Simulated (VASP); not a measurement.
# GaN (P6_3mc) in VASP: further runs

Aim: see how the results for GaN move with the level of theory and the settings. Levels: PBE, r2SCAN. Tasks: single point.

All numbers are computed with VASP 6.6.1; they aren't measurements. Logs are shortened: lines on timing, memory, paths and dates and some standing lists are left out, and cuts for length are marked.

### 1 The cell of the first run

The structure is hexagonal, space group P6_3mc (No. 186). The conventional cell has a = 3.263 Å, b = 3.263 Å, c = 5.123 Å, α = 90.00°, β = 90.00°, γ = 120.00°. Ga (site symmetry 3m) has 4 N at 1.96 to 1.98 Å within 2.6 Å. N (site symmetry 3m) has 4 Ga at 1.96 to 1.98 Å within 2.6 Å.

### 2 Single point, PBE (epitaxial xy strain +2.5%)

INCAR

```
PREC     = Accurate       # precision mode
ENCUT    = 520            # plane-wave cutoff, eV
EDIFF    = 1E-7           # SCF threshold, eV
ISMEAR   = -1             # smearing method
SIGMA    = 0.02           # smearing width, eV
LREAL    = F              # projectors in reciprocal space
LASPH    = T              # aspherical terms in the spheres
NELM     = 80             # most SCF steps
ALGO     = Normal         # electronic algorithm
ISIF     = 2              # what is computed and relaxed
LWAVE    = F              # write WAVECAR
LCHARG   = F              # write CHGCAR
GGA      = PE             # functional
NBANDS   = 26             # bands
```

KPOINTS

```
regular mesh
0
Gamma
  12 12 6
```

POSCAR

```
GaN
1.0
    3.2627281447      0.0000000000      0.0000000000
   -1.6313640724      2.8256054590      0.0000000000
    0.0000000000      0.0000000000      5.1227010540
Ga N
2 2
Direct
    0.3333333333      0.6666666667     -0.0037211654
    0.6666666667      0.3333333333      0.4962788346
    0.3333333333      0.6666666667      0.3787211654
    0.6666666667      0.3333333333      0.8787211654
```

Potentials or basis: VASP PAW PBE potentials, release 64 (Ga_d, N).

On the command line:

```console
$ cat potpaw_PBE.64/Ga_d/POTCAR potpaw_PBE.64/N/POTCAR > POTCAR
$ mpirun -np 1 vasp_std > vasp.out
```

OUTCAR:

```text
PREC = Accurate
   ENCUT = 520
   EDIFF = 1E-7
   ISMEAR = -1
   LREAL = F
   LASPH = T
   NELM = 80
   ISIF = 2
   GGA = PE

 ion  position               nearest neighbor table
   1  0.333  0.667  0.996-   3 1.96   4 1.98   4 1.98   4 1.98
   2  0.667  0.333  0.496-   4 1.96   3 1.98   3 1.98   3 1.98
   3  0.333  0.667  0.379-   1 1.96   2 1.98   2 1.98   2 1.98
   4  0.667  0.333  0.879-   2 1.96   1 1.98   1 1.98   1 1.98

  LATTYP: Found a hexagonal cell.
 ALAT       =     3.2627281447
 C/A-ratio  =     1.5700667744

  Lattice vectors:

 A1 = (   3.2627281447,   0.0000000000,   0.0000000000)
 A2 = (  -1.6313640724,   2.8256054590,   0.0000000000)
 A3 = (   0.0000000000,   0.0000000000,   5.1227010540)

Analysis of symmetry for initial positions (statically):
=====================================================================
 Subroutine PRICEL returns:
 Original cell was already a primitive cell.

 Routine SETGRP: Setting up the symmetry group for a
 hexagonal supercell.

 Subroutine GETGRP returns: Found 12 space group operations
 (whereof  6 operations were pure point group operations)
 out of a pool of 24 trial point group operations.

The static configuration has the point symmetry C_3v.
 The point group associated with its full space group is C_6v.

Analysis of symmetry for dynamics (positions and initial velocities):
=====================================================================
 Subroutine PRICEL returns:
 Original cell was already a primitive cell.

 Routine SETGRP: Setting up the symmetry group for a
 hexagonal supercell.

 Subroutine GETGRP returns: Found 12 space group operations
 (whereof  6 operations were pure point group operations)
 out of a pool of 24 trial point group operations.

The dynamic configuration has the point symmetry C_3v.
 The point group associated with its full space group is C_6v.

 Subroutine INISYM returns: Found 12 space group operations
 (whereof  6 operations are pure point group operations),
 and found     1 'primitive' translations

----------------------------------------------------------------------------------------

                                     Primitive cell
[... 83 lines left out ...]
   NGX,Y,Z   is equivalent  to a cutoff of  12.23, 12.23, 12.98 a.u.
   NGXF,Y,Z  is equivalent  to a cutoff of  24.46, 24.46, 25.96 a.u.
 SYSTEM =  unknown system
   PREC   = accura    normal or accurate (medium, high low for compatibility)
   ISTART =      0    job   : 0-new  1-cont  2-samecut
   ICHARG =      2    charge: 1-file 2-atom 10-const
   ISPIN  =      1    spin polarized calculation?
   LNONCOLLINEAR =      F non collinear calculations
   LSORBIT =      F    spin-orbit coupling
   LASPH  =      T    aspherical Exc in radial PAW
   ENCUT  =  520.0 eV  38.22 Ry    6.18 a.u.   6.07  6.07  9.52*2*pi/ulx,y,z
   NELM   =     80;   NELMIN=  2; NELMDL= -5     # of ELM steps
   EDIFF  = 0.1E-06   stopping-criterion for ELM
   LREAL  =      F    real-space projection
   EDIFFG = 0.1E-05   stopping-criterion for IOM
   NSW    =      0    number of steps for IOM
   IBRION =     -1    ionic relax: 0-MD 1-quasi-New 2-CG
   NFREE  =      0    steps in history (QN), initial steepest desc. (CG)
   ISIF   =      2    stress and relaxation
   ISYM   =      2    0-nonsym 1-usesym 2-fastsym
   POTIM  = 0.5000    time-step for ionic-motion
   TEBEG  =    0.0;   TEEND  =   0.0 temperature during run
   PSTRESS=    0.0 pullay stress
   NELECT =      36.0000    total number of electrons
   NUPDOWN=      -1.0000    fix difference up-down
   EMIN   =  10.00;   EMAX   =-10.00  energy-range for DOS
   EFERMI =   0.00;   METHOD = LEGACY
   ISMEAR =    -1;   SIGMA  =   0.02  broadening in eV -4-tet -1-fermi 0-gaus
   EFERMI_NEDOS =   21; number of points for ismear=-14 and -15
   IALGO  =     38    algorithm
   IMIX   =      4    mixing-type and parameters
     AMIX     =   0.40;   BMIX     =  1.00
     AMIX_MAG =   1.60;   BMIX_MAG =  1.00
  volume/ion in A,a.u.               =      11.81        79.68
  Fermi-wavevector in a.u.,A,eV,Ry     =   1.495473  2.826034 30.428599  2.236439
  Thomas-Fermi vector in A             =   2.607613
   LORBIT       =      0    0 simple, 1 ext, 2 COOP (PROOUT), +10 PAW based schemes
   GGA     = PE    functional components
   LHFCALC =     F    Hartree Fock is set to
   AEXX    =    0.0000 exact exchange contribution
   IVDW    =     0    specifies the selected vdW correction
   LEPSILON=     F    determine dielectric tensor
   LRPA    =     F    only Hartree local field effects (RPA)
 non-spin polarized calculation
  energy-cutoff  :      520.00
  volume of cell :       47.23
 maximum number of plane-waves:      1296
   NGX = 13   NGY = 13   NGZ = 19

 number of electron      36.0000001 magnetization

 Free energy of the ion-electron system (eV)
  ---------------------------------------------------
  ext. energy  EPLUGINS =         0.00000000
  ---------------------------------------------------
  free energy    TOTEN  =       -24.29160833 eV

  energy without entropy =      -24.29160833  energy(sigma->0) =      -24.29160833

 E-fermi :   5.4079     XC(G=0): -11.4909

 val. band max:        5.0555222257   @ k =   0.0000   0.0000   0.0000
 cond. band min:       6.6864956024   @ k =   0.0000   0.0000   0.0000
 fundamental gap:      1.6309733766
 Fermi energy:         5.4079414451

 k-point     1 :       0.0000    0.0000    0.0000
  band No.  band energies     occupation
      1     -10.7350      2.00000
      2      -9.9145      2.00000
      3      -8.4421      2.00000
      4      -8.4362      2.00000
      5      -8.4362      2.00000
      6      -8.3771      2.00000
[... 685 lines left out ...]
     25      16.0546      0.00000
     26      17.6594      0.00000

 [... further k-points ...]
[... 5 lines left out ...]
  --------------------------------------------------------------------------------------
  -------------------------------------------------------------------------------------
  Total       -1.1358128     -1.1358128      1.7877175      0.0000000      0.0000000      0.0000000
  in kB      -38.5323873    -38.5323873     60.6482193      0.0000000      0.0000000      0.0000000
  external PRESSURE =      -5.4721851 kB  Pullay stress =       0.0000000 kB

 VOLUME and BASIS-vectors are now :
 -----------------------------------------------------------------------------
  energy-cutoff  :      520.00
  volume of cell :       47.23
      direct lattice vectors                 reciprocal lattice vectors
     3.262728145  0.000000000  0.000000000     0.306491977  0.176953226  0.000000000
    -1.631364072  2.825605459  0.000000000     0.000000000  0.353906451  0.000000000
     0.000000000  0.000000000  5.122701054     0.000000000  0.000000000  0.195209517

 POSITION                                       TOTAL-FORCE (eV/Angst)
 -----------------------------------------------------------------------------------
     -0.00000      1.88374      5.10364         0.000000     -0.000000     -0.019504
      1.63136      0.94187      2.54229        -0.000000      0.000000     -0.019504
     -0.00000      1.88374      1.94008        -0.000000      0.000000      0.019504
      1.63136      0.94187      4.50143         0.000000     -0.000000      0.019504
 -----------------------------------------------------------------------------------
    total drift:                               -0.000000     -0.000000     -0.001003

  FREE ENERGIE OF THE ION-ELECTRON SYSTEM (eV)
  ---------------------------------------------------
  free  energy   TOTEN  =       -24.2916083274 eV

  energy  without entropy=      -24.2916083274  energy(sigma->0) =      -24.29160833
```

OSZICAR:

```text
N       E                     dE             d eps       ncg     rms          rms(c)
DAV:   1     0.278450078418E+03    0.27845E+03   -0.17670E+04  4294   0.255E+03
DAV:   2     0.845311313099E+01   -0.27000E+03   -0.25482E+03  4312   0.485E+02
DAV:   3    -0.269550554344E+02   -0.35408E+02   -0.34887E+02  4616   0.143E+02
DAV:   4    -0.281909076047E+02   -0.12359E+01   -0.12301E+01  4696   0.285E+01
DAV:   5    -0.282156468924E+02   -0.24739E-01   -0.24714E-01  4880   0.388E+00    0.108E+01
DAV:   6    -0.242223991346E+02    0.39932E+01   -0.99910E+00  6572   0.478E+01    0.308E+00
DAV:   7    -0.243099978444E+02   -0.87599E-01   -0.13264E+00  4170   0.899E+00    0.267E+00
DAV:   8    -0.243053088212E+02    0.46890E-02   -0.15495E-01  6500   0.471E+00    0.867E-01
DAV:   9    -0.242910964205E+02    0.14212E-01   -0.42604E-02  6300   0.342E+00    0.378E-01
DAV:  10    -0.242915990845E+02   -0.50266E-03   -0.57828E-03  4152   0.450E-01    0.877E-02
DAV:  11    -0.242916098627E+02   -0.10778E-04   -0.16055E-04  7108   0.214E-01    0.479E-02
DAV:  12    -0.242916068344E+02    0.30283E-05   -0.41610E-05  4378   0.541E-02    0.116E-02
DAV:  13    -0.242916079395E+02   -0.11051E-05   -0.98690E-06  5818   0.386E-02    0.143E-02
DAV:  14    -0.242916082875E+02   -0.34797E-06   -0.17394E-06  4172   0.980E-03    0.355E-03
DAV:  15    -0.242916083274E+02   -0.39967E-07   -0.20169E-07  3462   0.463E-03
   1 F= -.24291608E+02 E0= -.24291608E+02  d E =-.227586E-10
```

Run time: 57 s. Hardware: 1 thread of Intel Xeon 6975P-C (Granite Rapids), shared host; peak memory 0.2 GiB.

Results:

```yaml
Free_energy: -24.2916 eV
Pressure: -0.5 GPa
Largest_force: 0.020 eV/Å
Band_gap_on_the_k_mesh: 1.63 eV, direct
```

Forces in eV/Å, atoms in the order of the input:
```
Ga   0.000  0.000 -0.020
Ga   0.000  0.000 -0.020
N    0.000  0.000  0.020
N    0.000  0.000  0.020
```

Caveat: the cell differs from its parent crystal (epitaxial xy strain +2.5%).

(Continued in part 2 of 2.)
